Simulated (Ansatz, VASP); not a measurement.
## BePd in VASP and in Ansatz

```
Be Pd
1.0
     2.77295    0.00000    0.00000
     0.00000    2.77295    0.00000
     0.00000    0.00000    2.77295
Be Pd
1 1
Direct
  0.00000 0.00000 0.00000
  0.50000 0.50000 0.50000
```

Alike in both runs: functional LDA; k mesh 12 × 12 × 12; occupations fermi-dirac, width 0.05 eV; no spin polarisation.

Ansatz relaxed the structure, and its values are those at the end. VASP's run is a single point on that final structure, the one shown.

```csv
,VASP,Ansatz
version,VASP 6.6.1,Ansatz 0.2.0
potentials or method,"VASP PAW LDA potentials, release 64 (Be, Pd)","PAW with Ansatz's default frozen-core files, scalar-relativistic"
plane-wave cutoff (eV),520,420
valence electrons in the cell,12,20
```

Ansatz gave:

| Quantity | Value |
| --- | --- |
| pressure (GPa) | 0.0 |

**Question.** Estimate VASP's values.

**Answer.** Pressure (GPa): 0.7.

LDA's correlation is that of Perdew and Zunger in VASP and of Perdew and Wang (1992) in Ansatz. VASP's potentials hold 12 valence electrons a cell and Ansatz's 20, so a difference there can come from the potentials and not from the codes.
